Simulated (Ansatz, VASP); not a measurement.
# Two plane-wave programs on Na

```
Na
1.0
    -1.85980    2.12549    2.12549
     2.12549   -1.85980    2.12549
     2.12549    2.12549   -1.85980
Na
1
Direct
  0.00000 0.00000 0.00000
```

Alike in both runs: task single point; functional PBE; k mesh 18 × 18 × 18; occupations gaussian, width 0.15 eV; no spin polarisation.

|  | VASP | Ansatz |
| --- | --- | --- |
| version | VASP 6.6.1 | Ansatz 0.2.0 |
| potentials or method | VASP PAW PBE potentials, release 64 (Na_pv), cutoff 520 eV | scalar-relativistic, plane waves, PAW |
| valence electrons in the cell | 7 | 9 |

```csv
,VASP,Ansatz,Ansatz less VASP
gap on the k mesh at the Fermi level (eV),none,none,-
pressure (GPa),-0.2,-0.1,+0.08
"traceless stress, the component that is largest in VASP (GPa)",-0.49,-0.49,+0.002
```

A gap of «none» marks a metal or a gap that the smearing closes. VASP's potentials hold 7 valence electrons a cell and Ansatz's 9, so a difference there can come from the potentials and not from the codes.
